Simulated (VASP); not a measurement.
## Sn4AsSe: single point with PBE

Crystal: Sn4AsSe.

```xyz
6
Lattice="4.1423 0.0000 0.0000 -2.0712 3.5874 0.0000 0.0000 0.0000 11.0044" Properties=species:S:1:pos:R:3 pbc="T T T"
Sn    0.0000    0.0000    0.1176
Sn    2.0712    1.1958    3.3729
Sn    0.0000    2.3916    7.0082
Sn    2.0712    1.1958    9.0162
As    0.0000    2.3916    1.7395
Se    0.0000    0.0000    5.2113
```

| Property | Result |
| --- | --- |
| Program | VASP 6.6.1 |
| Task | single point |
| Functional | PBE |
| Potentials or basis | VASP PAW PBE potentials, release 64 (Sn_d, As, Se) |
| Cutoff | 520 eV |
| k mesh | 5 × 5 × 2 |
| Occupations | gaussian, width 0.2 eV |
| Spin | no spin polarisation |
| Dipole correction | no |
| Further INCAR settings | ALGO = Fast; EDIFF = 1e-06; NBANDS = 42 |

```
Pressure               : -0.1 GPa
Largest force          : 0.069 eV/Å
Band gap on the k mesh : zero (an odd number of electrons rules out a gap without spin polarisation)
```

Forces in eV/Å, atoms in the order of the input:
```
Sn   0.000  0.000  0.069
Sn   0.000  0.000 -0.039
Sn   0.000  0.000 -0.041
Sn   0.000  0.000  0.025
As   0.000  0.000 -0.057
Se   0.000  0.000  0.043
```

Stress tensor (GPa, compression positive):
```
-0.14  0.00  0.00
 0.00 -0.14  0.00
 0.00  0.00  0.08
```

Levels at points of the mesh, in eV from the Fermi level:
```tsv
k point	band 30	band 31	band 32	band 33	band 34	band 35	band 36	band 37
(0.00, 0.00, 0.00)	-0.93	-0.93	0.30	1.17	1.17	1.31	2.27	2.27
(0.00, 0.00, 0.50)	-0.93	-0.71	-0.30	1.38	1.38	1.57	1.63	1.63
```

Run time: 2 min on 1 thread of Oxide Virtual Turin-like Processor, with other jobs on the host, peak memory 0.27 GiB.

Caveat: spin-orbit coupling is left out, which moves the levels of the heavy elements.
